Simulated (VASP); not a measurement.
Here is a VASP 6.6.1 calculation.

File INCAR:

```
SYSTEM = Mo
PREC = Accurate
ENCUT = 520
EDIFF = 1E-6
ISMEAR = 0
SIGMA = 0.1
LREAL = .False.
LASPH = .True.
NELM = 100
ALGO = Normal
ISIF = 2
LWAVE = .False.
LCHARG = .False.
GGA = PE
NBANDS = 13
```

KPOINTS

```
Automatic mesh
0
Gamma
  24 24 24
  0 0 0
```

Contents of POSCAR:

```
Mo
1.0
   -1.5644603104      1.5644603104      1.5644603104
    1.5644603104     -1.5644603104      1.5644603104
    1.5644603104      1.5644603104     -1.5644603104
Mo
1
Direct
    0.0000000000      0.0000000000      0.0000000000
```

Potentials or basis: VASP PAW PBE potentials, release 64 (Mo_sv).

Run with:

```bash
$ cat potpaw_PBE.64/Mo_sv/POTCAR > POTCAR
$ mpirun -np 1 vasp_std > vasp.out
```

Task: Estimate the pressure.

Result: 9.0 GPa.

Task: Estimate the band gap on the k mesh.

Result: Zero (band 7 reaches 17.02 eV, above the bottom of band 8 at 11.52 eV).
